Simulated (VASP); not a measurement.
# MgO (Fm-3m) in VASP: notebook, part 4 of 4

VASP 6.6.1.

**5. G0W0 quasiparticle levels, PBE**

File POSCAR:

```
MgO
1.0
    0.0000000000      2.1055000000      2.1055000000
    2.1055000000      0.0000000000      2.1055000000
    2.1055000000      2.1055000000      0.0000000000
Mg O
1 1
Direct
    0.0000000000      0.0000000000      0.0000000000
    0.5000000000      0.5000000000      0.5000000000
```

File INCAR.step1:

```
PREC = Accurate ; ENCUT = 500
EDIFF = 1E-8 ; ISMEAR = 0
SIGMA = 0.01 ; LREAL = F
LASPH = T ; NELM = 60
ALGO = Normal ; LWAVE = T
LCHARG = F ; GGA = PE
```

File INCAR.step2:

```
PREC = Accurate ; ENCUT = 500
EDIFF = 1E-8 ; ISMEAR = 0
SIGMA = 0.01 ; LREAL = F
LASPH = T ; NELM = 1
ALGO = Exact ; LWAVE = T
LCHARG = F ; GGA = PE
NBANDS = 124 ; LOPTICS = T
ISTART = 1
```

File INCAR.step3:

```
PREC = Accurate ; ENCUT = 500
EDIFF = 1E-8 ; ISMEAR = 0
SIGMA = 0.01 ; LREAL = F
LASPH = T ; ALGO = EVGW0
LWAVE = F ; LCHARG = F
GGA = PE ; NELMGW = 1
NBANDS = 124 ; ENCUTGW = 160.0
NOMEGA = 48 ; PRECFOCK = Fast
ISTART = 1 ; NBANDSGW = 12
```

File KPOINTS:

```
regular mesh
0
Gamma
  3 3 3
```

Potentials or basis: VASP PAW PBE potentials, release 64 (Mg_GW, O_GW).

On the command line:

```sh
$ cat potpaw_PBE.64/Mg_GW/POTCAR potpaw_PBE.64/O_GW/POTCAR > POTCAR
$ cp INCAR.step1 INCAR
$ mpirun -np 1 vasp_std > vasp.out
$ cp INCAR.step2 INCAR
$ mpirun -np 1 vasp_std > vasp.out
$ cp INCAR.step3 INCAR
$ mpirun -np 1 vasp_std > vasp.out
```

OUTCAR:

```text
PREC = Accurate
   ENCUT = 500
   EDIFF = 1E-8
   ISMEAR = 0
   LREAL = F
   LASPH = T
   GGA = PE
   NELMGW = 1
   ENCUTGW = 160.0
   PRECFOCK = Fast
   ISTART = 1

 ion  position               nearest neighbor table
   1  0.000  0.000  0.000-   2 2.11   2 2.11   2 2.11   2 2.11   2 2.11   2 2.11
   2  0.500  0.500  0.500-   1 2.11   1 2.11   1 2.11   1 2.11   1 2.11   1 2.11

  LATTYP: Found a face centered cubic cell.
 ALAT       =     4.2110000000

  Lattice vectors:

 A1 = (   0.0000000000,   2.1055000000,   2.1055000000)
 A2 = (   2.1055000000,   0.0000000000,   2.1055000000)
 A3 = (   2.1055000000,   2.1055000000,   0.0000000000)

Analysis of symmetry for initial positions (statically):
=====================================================================
 Subroutine PRICEL returns:
 Original cell was already a primitive cell.

 Routine SETGRP: Setting up the symmetry group for a
 face centered cubic supercell.

 Subroutine GETGRP returns: Found 48 space group operations
 (whereof 48 operations were pure point group operations)
 out of a pool of 48 trial point group operations.

The static configuration has the point symmetry O_h .

Analysis of symmetry for dynamics (positions and initial velocities):
=====================================================================
 Subroutine PRICEL returns:
 Original cell was already a primitive cell.

[... 101 lines left out ...]
   ISMEAR =     0;   SIGMA  =   0.01  broadening in eV -4-tet -1-fermi 0-gaus
   EFERMI_NEDOS =   21; number of points for ismear=-14 and -15
   IALGO  =     38    algorithm
   IMIX   =      4    mixing-type and parameters
     AMIX     =   0.40;   BMIX     =  1.00
     AMIX_MAG =   1.60;   BMIX_MAG =  1.00
  volume/ion in A,a.u.               =       9.33        62.99
  Fermi-wavevector in a.u.,A,eV,Ry     =   1.234259  2.332411 20.727046  1.523395
  Thomas-Fermi vector in A             =   2.368956
   LORBIT       =      0    0 simple, 1 ext, 2 COOP (PROOUT), +10 PAW based schemes
   GGA     = PE    functional components
   LHFCALC =     T    Hartree Fock is set to
   PRECFOCK=fast      Normal, Fast or Accurate (Low or Medium for compatibility)
   ENCUT4O =  -1.0   cutoff for four orbital integrals eV
   NKREDX  =     1    reduce k-point grid by
   NKREDY  =     1    reduce k-point grid by
   NKREDZ  =     1    reduce k-point grid by
   AEXX    =    1.0000 exact exchange contribution
   HFSCREEN=    0.0000 screening length (either q_TF or 0.3 A-1)
   HFSCREENC=   0.0000 screening length for correlation (either q_TF or 0.3 A-1)
   ENCUTFOCK=  -1.0 apply spherical cutoff to Coloumb kernel
   IVDW    =     0    specifies the selected vdW correction
   LEPSILON=     F    determine dielectric tensor
   LRPA    =     F    only Hartree local field effects (RPA)
   LRPAFORCE           =     F    calculate RPA forces
   ENCUTGW             = 160.0    cutoff for response function in eV
   ENCUTGWSOFT         = 128.0    soft cutoff for Coulomb kernel in GW response function in eV
   ENCUTLF             =  -1.0    cutoff for local field effects
   NELMGW              =     1    number of iterations in solving QP/BSE equation
   NELMHF              =     1    number of iterations in the inner HF iteration
   NKREDLFX            =     1    NKREDLFY  =   1   NKREDLFZ  =   1
 non-spin polarized calculation
 Gauss-broadening in eV      SIGMA  =   0.01
  energy-cutoff  :      500.00
  volume of cell :       18.67
 maximum number of plane-waves:       474
 NGX is ok and might be reduce to    24
  NGX = 14; NGY = 14; NGZ = 14
   NGX = 11   NGY = 11   NGZ = 11
 maximum number of plane-waves:        89
 NGX is ok and might be reduce to    14

 QP shifts <psi_nk| G(iteration)W_0 |psi_nk>: iteration 1
 for sc-GW calculations column KS-energies equals QP-energies in previous step
 and V_xc(KS)=  KS-energies - (<T + V_ion + V_H > + <T+V_H+V_ion>^1  + <V_x>^1)

 k-point   1 :       0.0000    0.0000    0.0000
  band No.  KS-energies  QP-energies   sigma(KS)   V_xc(KS)     V^pw_x(r,r')   Z            occupation Imag(sigma)

      1     -14.0136     -16.3199     -21.3114     -18.1044     -29.8777       0.7191       2.0000       1.2067
      2       3.2696       1.9309     -21.4601     -19.7199     -25.4858       0.7693       2.0000       0.1633
      3       3.2696       1.9309     -21.4601     -19.7199     -25.4858       0.7693       2.0000       0.1633
      4       3.2696       1.9309     -21.4601     -19.7199     -25.4858       0.7693       2.0000       0.1633
      5       7.9600       9.0882     -10.7987     -12.1778      -7.0415       0.8180       0.0000      -0.0829
      6      19.0122      20.0731      -7.7159      -9.0238      -3.0086       0.8111       0.0000      -0.1396
      7      19.0122      20.0731      -7.7159      -9.0238      -3.0086       0.8111       0.0000      -0.1396
      8      19.0122      20.0731      -7.7159      -9.0238      -3.0086       0.8111       0.0000      -0.1396
      9      22.9426      23.2809      -7.4192      -7.8665      -1.6320       0.7564       0.0000      -0.5044
     10      24.7033      26.0395      -8.1853      -9.8516      -3.2252       0.8019       0.0000      -0.1994
     11      24.7033      26.0395      -8.1853      -9.8516      -3.2252       0.8019       0.0000      -0.1994
     12      27.2483      28.6401      -7.7143      -9.4682      -1.8612       0.7935       0.0000      -0.5455
[... 36 lines left out ...]
      1     -12.4879     -14.7304     -22.8949     -19.7495     -31.2907       0.7129       2.0000       1.0743
      2       0.0192      -1.7373     -18.1569     -15.8742     -22.2000       0.7695       2.0000       0.1727
      3       0.1784      -1.5988     -18.2971     -15.9938     -22.3460       0.7716       2.0000       0.1682
      4       2.2617       0.7702     -20.5286     -18.5873     -24.6103       0.7683       2.0000       0.1562
      5      13.5306      14.6798      -9.7092     -11.1301      -5.3927       0.8088       0.0000      -0.1076
      6      15.4558      16.9184     -11.7420     -13.6011      -7.1998       0.7868       0.0000      -0.1345
      7      15.7245      17.2754     -10.0531     -11.9851      -5.6103       0.8027       0.0000      -0.1199
      8      20.9253      22.3697      -8.9990     -10.8330      -3.8575       0.7876       0.0000      -0.2085
      9      22.0158      23.1403      -8.4872      -9.9113      -3.0920       0.7896       0.0000      -0.3245
     10      26.4167      27.3882      -7.7610      -8.9799      -2.3176       0.7970       0.0000      -0.4465
     11      30.6183      31.9129      -7.5214      -9.1242      -1.6986       0.8078       0.0000      -0.7850
     12      31.2726      32.9708      -9.4293     -11.5155      -3.5368       0.8140       0.0000      -0.8012
```

OUTCAR.step1:

```text
PREC = Accurate
   ENCUT = 500
   EDIFF = 1E-8
   ISMEAR = 0
   LREAL = F
   LASPH = T
[... 241 lines left out ...]
 -----------------------------------------------------------------------------------
      0.00000      0.00000      0.00000         0.000000      0.000000      0.000000
      2.10550      2.10550      2.10550        -0.000000     -0.000000     -0.000000
 -----------------------------------------------------------------------------------
    total drift:                               -0.000000     -0.000000      0.000000

  FREE ENERGIE OF THE ION-ELECTRON SYSTEM (eV)
  ---------------------------------------------------
  free  energy   TOTEN  =       -11.8375276334 eV

  energy  without entropy=      -11.8375276334  energy(sigma->0) =      -11.83752763
```

OUTCAR.step2:

```text
PREC = Accurate
   ENCUT = 500
   EDIFF = 1E-8
   ISMEAR = 0
   LREAL = F
[... 609 lines left out ...]
     0.00000     3.93022     3.93022     3.93022    -0.00000    -0.00000     0.00000
     2.50436     4.28539     4.28539     4.28539    -0.00000    -0.00000     0.00000
     5.00871    -0.41001    -0.41001    -0.41001    -0.00000    -0.00000     0.00000
     7.51307     8.87408     8.87408     8.87408     0.00000     0.00000    -0.00000
    10.01743     7.43967     7.43967     7.43967    -0.00000    -0.00000     0.00000
    12.52178    -0.08890    -0.08890    -0.08890     0.00000     0.00000    -0.00000
[... 92 lines left out ...]
   245.42698     0.98968     0.98968     0.98968     0.00000     0.00000    -0.00000
   247.93134     0.98990     0.98990     0.98990     0.00000     0.00000    -0.00000
```

Wall time 9.5 s (1 thread of Intel Xeon 6975P-C (Granite Rapids), shared host); peak memory 0.16 GiB.

What came out:

```yaml
Band_gap_on_the_k_mesh_mean-field_level: 4.69 eV, direct
Quasiparticle_gap: 7.16 eV
Least_direct_quasiparticle_gap: 7.16 eV
```

Caveat: the k points lie up to 0.86 Å⁻¹ apart; bands, screening cutoff and mesh are small and nothing is extrapolated, so the quasiparticle values aren't converged.
